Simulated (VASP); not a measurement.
A run of VASP 6.6.1 is set up as follows.

INCAR

```
ALGO = Normal
EDIFF = 1E-6
ENCUT = 520
GGA = PS
ISIF = 2
ISMEAR = 0
IVDW = 12
LASPH = T
LCHARG = T
LELF = T
LREAL = F
LVHAR = T
LWAVE = F
NBANDS = 20
NELM = 60
PREC = Accurate
SIGMA = 0.01
```

KPOINTS

```
k-points
0
Gamma
  12 12 4
```

The input POSCAR:

```
Al2O3
1.0
    2.9754375387      0.0000000000      0.0000000000
   -1.4877187694      2.5768044959      0.0000000000
    0.0000000000      0.0000000000      7.3151557353
Al O
2 3
Direct
    0.0000000000      0.0000000000      0.2719564216
    0.0000000000      0.0000000000      0.7280435784
    0.3333333333      0.6666666667      0.1905855698
    0.6666666667      0.3333333333      0.8094144302
    0.0000000000      0.0000000000      0.5000000000
```

Potentials or basis: VASP PAW PBE potentials, release 64 (Al, O).

Command:

```bash
$ cat potpaw_PBE.64/Al/POTCAR potpaw_PBE.64/O/POTCAR > POTCAR
$ mpirun -np 1 vasp_std > vasp.out
```

Task: Estimate the band gap on the k mesh.

Result: 2.41 eV, direct.

Task: Predict the dispersion energy per atom.

Result: -0.147 eV.

Task: What does it give for the largest force?

Result: 0.092 eV/Å.

Task: Estimate the pressure.

Result: 0.3 GPa.

Forces on the atoms (eV/Å):
```
Al   0.000  0.000 -0.092
Al   0.000  0.000  0.092
O    0.000  0.000 -0.001
O    0.000  0.000  0.001
O    0.000  0.000  0.000
```

Caveat: the PAW data sets were made with another functional, which shifts forces and pressure a little. As with any semilocal functional, this PBEsol gap is likely too small.
